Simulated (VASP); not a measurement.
Write the native input for VASP 6.6.1 that does the following.

```
Task                   : single point
Functional             : PBE
Potentials or basis    : VASP PAW PBE potentials, release 64 (Li_sv)
Cutoff                 : 520 eV
k mesh                 : 22 × 22 × 22
Occupations            : gaussian, width 0.1 eV
Spin                   : no spin polarisation
Dipole correction      : no
Further INCAR settings : ALGO = Fast; EDIFF = 1e-06; NBANDS = 8
```

The structure of Li lies in POSCAR:

```
Li
1.0
    2.7345307480     -1.5788359113     -0.0669078722
    2.7345307480      1.5788359113     -0.0669078722
   -1.7531425199      0.0000000000      2.6155465745
Li
1
Direct
    0.0000000000      0.0000000000      0.5000000000
```

This isn't the form of Li at room conditions, which is bcc.

The input as run:

INCAR

```
SYSTEM = Li
PREC = Accurate
ENCUT = 520
EDIFF = 1E-6
ISMEAR = 0
SIGMA = 0.1
LREAL = .FALSE.
LASPH = .TRUE.
NELM = 100
ALGO = Fast
ISIF = 2
LWAVE = .FALSE.
LCHARG = .TRUE.
GGA = PE
LELF = .TRUE.
LVHAR = .TRUE.
NBANDS = 8
```

KPOINTS

```
Automatic mesh
0
G
  22 22 22
  0 0 0
```

Potentials or basis: VASP PAW PBE potentials, release 64 (Li_sv).

Launch:

```bash
$ cat potpaw_PBE.64/Li_sv/POTCAR > POTCAR
$ mpirun -np 1 vasp_std > vasp.out
```

Results of the run:

| Item | Value |
| --- | --- |
| Band gap on the k mesh | zero (an odd number of electrons rules out a gap without spin polarisation) |

It took 11 min on 1 thread of AMD EPYC 7R43 64-Core Processor (Zen 3) (shared host), peak memory 0.42 GiB.
